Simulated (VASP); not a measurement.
# HfN (R-3m) in VASP: notebook, part 2 of 3

VASP 6.6.1. The steps go on from the part before.

### 3 Single point, LDA (equal xy, yz and zx shear strains of +2 %)

File INCAR:

```
ALGO     = Normal         # electronic algorithm
EDIFF    = 1E-6           # SCF threshold, eV
ENCUT    = 520            # plane-wave cutoff, eV
GGA      = CA             # functional
ISIF     = 2              # what is computed and relaxed
ISMEAR   = -1             # smearing method
LASPH    = True           # aspherical terms in the spheres
LCHARG   = False          # write CHGCAR
LREAL    = False          # projectors in reciprocal space
LWAVE    = False          # write WAVECAR
NBANDS   = 14             # bands
NELM     = 100            # most SCF steps
PREC     = Accurate       # precision mode
SIGMA    = 0.03           # smearing width, eV
```

File KPOINTS:

```
k-points
0
Gamma
  10 10 10
```

File POSCAR:

```
HfN
1.0
    0.0451800000      2.2815900000      2.2815900000
    2.2815900000      0.0451800000      2.2815900000
    2.2815900000      2.2815900000      0.0451800000
Hf N
1 1
Direct
    0.0000000000      0.0000000000      0.0000000000
    0.5000000000      0.5000000000      0.5000000000
```

Potentials or basis: VASP PAW LDA potentials, release 64 (Hf_pv, N).

Run with:

```bash
> cat potpaw_LDA.64/Hf_pv/POTCAR potpaw_LDA.64/N/POTCAR > POTCAR
> mpirun -np 1 vasp_std > vasp.out
```

OUTCAR:

```text
EDIFF = 1E-6
   ENCUT = 520
   GGA = CA
   ISIF = 2
   ISMEAR = -1
   LASPH = True
   LREAL = False
   NELM = 100
   PREC = Accurate

 ion  position               nearest neighbor table
   1  0.000  0.000  0.000-   2 2.26   2 2.26   2 2.26   2 2.26   2 2.26   2 2.26
   2  0.500  0.500  0.500-   1 2.26   1 2.26   1 2.26   1 2.26   1 2.26   1 2.26

  LATTYP: Found a trigonal (rhomboedric) cell.
 ALAT       =     3.2269718140
 COS(alpha) =     0.5197000882

  Lattice vectors:

 A1 = (   0.0451800000,   2.2815900000,   2.2815900000)
 A2 = (   2.2815900000,   0.0451800000,   2.2815900000)
 A3 = (   2.2815900000,   2.2815900000,   0.0451800000)

Analysis of symmetry for initial positions (statically):
=====================================================================
 Subroutine PRICEL returns:
 Original cell was already a primitive cell.

 Routine SETGRP: Setting up the symmetry group for a
 trigonal (rhombohedral) supercell.

 Subroutine GETGRP returns: Found 12 space group operations
 (whereof 12 operations were pure point group operations)
 out of a pool of 12 trial point group operations.

The static configuration has the point symmetry D_3d.

Analysis of symmetry for dynamics (positions and initial velocities):
=====================================================================
 Subroutine PRICEL returns:
 Original cell was already a primitive cell.

 Routine SETGRP: Setting up the symmetry group for a
 trigonal (rhombohedral) supercell.

 Subroutine GETGRP returns: Found 12 space group operations
 (whereof 12 operations were pure point group operations)
 out of a pool of 12 trial point group operations.

The dynamic configuration has the point symmetry D_3d.

 Subroutine INISYM returns: Found 12 space group operations
 (whereof 12 operations are pure point group operations),
 and found     1 'primitive' translations

----------------------------------------------------------------------------------------

                                     Primitive cell

  volume of cell :      23.0488

  direct lattice vectors                    reciprocal lattice vectors
     0.045180000  2.281590000  2.281590000    -0.225764489  0.221380712  0.221380712
     2.281590000  0.045180000  2.281590000     0.221380712 -0.225764489  0.221380712
     2.281590000  2.281590000  0.045180000     0.221380712  0.221380712 -0.225764489

  length of vectors
     3.226971814  3.226971814  3.226971814     0.385990213  0.385990213  0.385990213

  position of ions in fractional coordinates (direct lattice)
     0.000000000  0.000000000  0.000000000
     0.500000000  0.500000000  0.500000000

  ion indices of the primitive-cell ions
   primitive index   ion index
                 1           1
                 2           2

----------------------------------------------------------------------------------------

 KPOINTS: k-points

Automatic generation of k-mesh.
 Grid dimensions read from file:
 generate k-points for:   10   10   10

 Generating k-lattice:

  Cartesian coordinates                     Fractional coordinates (reciprocal lattice)
    -0.022576449  0.022138071  0.022138071     0.100000000  0.000000000  0.000000000
     0.022138071 -0.022576449  0.022138071     0.000000000  0.100000000  0.000000000
     0.022138071  0.022138071 -0.022576449     0.000000000  0.000000000  0.100000000

  Length of vectors
     0.038599021  0.038599021  0.038599021

  Shift w.r.t. Gamma in fractional coordinates (k-lattice)
     0.000000000  0.000000000  0.000000000

 Subroutine IBZKPT returns following result:
 ===========================================

 Found    116 irreducible k-points:

 Following reciprocal coordinates:
            Coordinates               Weight
  0.000000  0.000000  0.000000      1.000000
  0.100000  0.000000  0.000000      6.000000
  0.200000  0.000000  0.000000      6.000000
  0.300000  0.000000 -0.000000      6.000000
  0.400000  0.000000  0.000000      6.000000
  0.500000  0.000000 -0.000000      3.000000
[... 16 lines left out ...]
  0.300000  0.300000 -0.000000      6.000000
  0.400000  0.300000  0.000000     12.000000
 [... further k-points ...]
   k-points           NKPTS =    116   k-points in BZ     NKDIM =    116   number of bands    NBANDS=     14
   number of dos      NEDOS =    301   number of ions     NIONS =      2
   total plane-waves  NPLWV =  13824
   dimension x,y,z NGX =    24 NGY =   24 NGZ =   24
   dimension x,y,z NGXF=    48 NGYF=   48 NGZF=   48
   ions per type =               1   1
   NGX,Y,Z   is equivalent  to a cutoff of  12.36, 12.36, 12.36 a.u.
   NGXF,Y,Z  is equivalent  to a cutoff of  24.73, 24.73, 24.73 a.u.
 SYSTEM =  unknown system
   PREC   = accura    normal or accurate (medium, high low for compatibility)
   ISTART =      0    job   : 0-new  1-cont  2-samecut
   ICHARG =      2    charge: 1-file 2-atom 10-const
   ISPIN  =      1    spin polarized calculation?
   LNONCOLLINEAR =      F non collinear calculations
   LSORBIT =      F    spin-orbit coupling
   LASPH  =      T    aspherical Exc in radial PAW
   ENCUT  =  520.0 eV  38.22 Ry    6.18 a.u.   6.00  6.00  6.00*2*pi/ulx,y,z
   NELM   =    100;   NELMIN=  2; NELMDL= -5     # of ELM steps
   EDIFF  = 0.1E-05   stopping-criterion for ELM
   LREAL  =      F    real-space projection
   EDIFFG = 0.1E-04   stopping-criterion for IOM
   NSW    =      0    number of steps for IOM
   IBRION =     -1    ionic relax: 0-MD 1-quasi-New 2-CG
   NFREE  =      0    steps in history (QN), initial steepest desc. (CG)
   ISIF   =      2    stress and relaxation
   ISYM   =      2    0-nonsym 1-usesym 2-fastsym
   POTIM  = 0.5000    time-step for ionic-motion
   TEBEG  =    0.0;   TEEND  =   0.0 temperature during run
   PSTRESS=    0.0 pullay stress
   NELECT =      15.0000    total number of electrons
   NUPDOWN=      -1.0000    fix difference up-down
   EMIN   =  10.00;   EMAX   =-10.00  energy-range for DOS
   EFERMI =   0.00;   METHOD = LEGACY
   ISMEAR =    -1;   SIGMA  =   0.03  broadening in eV -4-tet -1-fermi 0-gaus
   EFERMI_NEDOS =   21; number of points for ismear=-14 and -15
   IALGO  =     38    algorithm
   IMIX   =      4    mixing-type and parameters
     AMIX     =   0.40;   BMIX     =  1.00
     AMIX_MAG =   1.60;   BMIX_MAG =  1.00
  volume/ion in A,a.u.               =      11.52        77.77
  Fermi-wavevector in a.u.,A,eV,Ry     =   1.418694  2.680944 27.384359  2.012694
  Thomas-Fermi vector in A             =   2.539793
   LORBIT       =      0    0 simple, 1 ext, 2 COOP (PROOUT), +10 PAW based schemes
   GGA     = CA    functional components
   LHFCALC =     F    Hartree Fock is set to
   AEXX    =    0.0000 exact exchange contribution
   IVDW    =     0    specifies the selected vdW correction
   LEPSILON=     F    determine dielectric tensor
   LRPA    =     F    only Hartree local field effects (RPA)
 non-spin polarized calculation
  energy-cutoff  :      520.00
  volume of cell :       23.05
 maximum number of plane-waves:       632
   NGX = 11   NGY = 11   NGZ = 11

 number of electron      14.9999998 magnetization

 Free energy of the ion-electron system (eV)
  ---------------------------------------------------
  ext. energy  EPLUGINS =         0.00000000
  ---------------------------------------------------
  free energy    TOTEN  =       -23.82686182 eV

  energy without entropy =      -23.82462163  energy(sigma->0) =      -23.82574172

 E-fermi :   8.2371     XC(G=0): -12.9815

 val. band max:        8.1835895972   @ k =   0.2000   0.1000   0.1000
 cond. band min:       8.2408303096   @ k =  -0.3000   0.2000   0.2000
 fundamental gap:      0.0572407125
 Fermi energy:         8.2370844817

 k-point     1 :       0.0000    0.0000    0.0000
  band No.  band energies     occupation
      1     -22.7623      2.00000
      2     -22.7258      2.00000
      3     -22.7258      2.00000
      4      -9.0376      2.00000
      5       5.1398      2.00000
      6       5.3040      2.00000
      7       5.3040      2.00000
      8       7.4756      2.00000
      9       7.9495      1.99986
     10       7.9495      1.99986
     11      10.1205      0.00000
     12      10.1205      0.00000
     13      10.2215      0.00000
     14      17.8594      0.00000
[... 375 lines left out ...]
 k-point    24 :       0.4000    0.3000    0.0000
  band No.  band energies     occupation
      1     -23.4301      2.00000
      2     -22.9984      2.00000
      3     -22.9934      2.00000
      4      -7.6040      2.00000
      5       1.6806      2.00000
      6       3.6821      2.00000
      7       4.0650      2.00000
      8       5.7521      2.00000
      9      12.2241      0.00000
     10      12.6880      0.00000
     11      12.9316      0.00000
     12      13.1099      0.00000
     13      17.3414      0.00000
     14      19.4096      0.00000

 [... further k-points ...]
[... 5 lines left out ...]
  --------------------------------------------------------------------------------------
  -------------------------------------------------------------------------------------
  Total       -1.5103518     -1.5103518     -1.5103518     -0.3231373     -0.3231373     -0.3231373
  in kB     -104.9879460   -104.9879460   -104.9879460    -22.4619982    -22.4619982    -22.4619982
  external PRESSURE =    -104.9879460 kB  Pullay stress =       0.0000000 kB

 VOLUME and BASIS-vectors are now :
 -----------------------------------------------------------------------------
  energy-cutoff  :      520.00
  volume of cell :       23.05
      direct lattice vectors                 reciprocal lattice vectors
     0.045180000  2.281590000  2.281590000    -0.225764489  0.221380712  0.221380712
     2.281590000  0.045180000  2.281590000     0.221380712 -0.225764489  0.221380712
     2.281590000  2.281590000  0.045180000     0.221380712  0.221380712 -0.225764489

 POSITION                                       TOTAL-FORCE (eV/Angst)
 -----------------------------------------------------------------------------------
      0.00000      0.00000      0.00000         0.000000     -0.000000      0.000000
      2.30418      2.30418      2.30418        -0.000000      0.000000     -0.000000
 -----------------------------------------------------------------------------------
    total drift:                                0.000000     -0.000000     -0.000000

  FREE ENERGIE OF THE ION-ELECTRON SYSTEM (eV)
  ---------------------------------------------------
  free  energy   TOTEN  =       -23.8268618157 eV

  energy  without entropy=      -23.8246216275  energy(sigma->0) =      -23.82574172
```

Wall time 29 s (1 thread of Intel Xeon 6975P-C, shared host); peak memory 0.16 GiB.

Results:

```
Free energy : -23.8269 eV
Pressure    : -10.5 GPa
```

Caveat: the cell differs from its parent crystal (equal xy, yz and zx shear strains of +2 %); spin-orbit coupling is left out, which moves the levels of the heavy elements.

(Continued in part 3 of 3.)
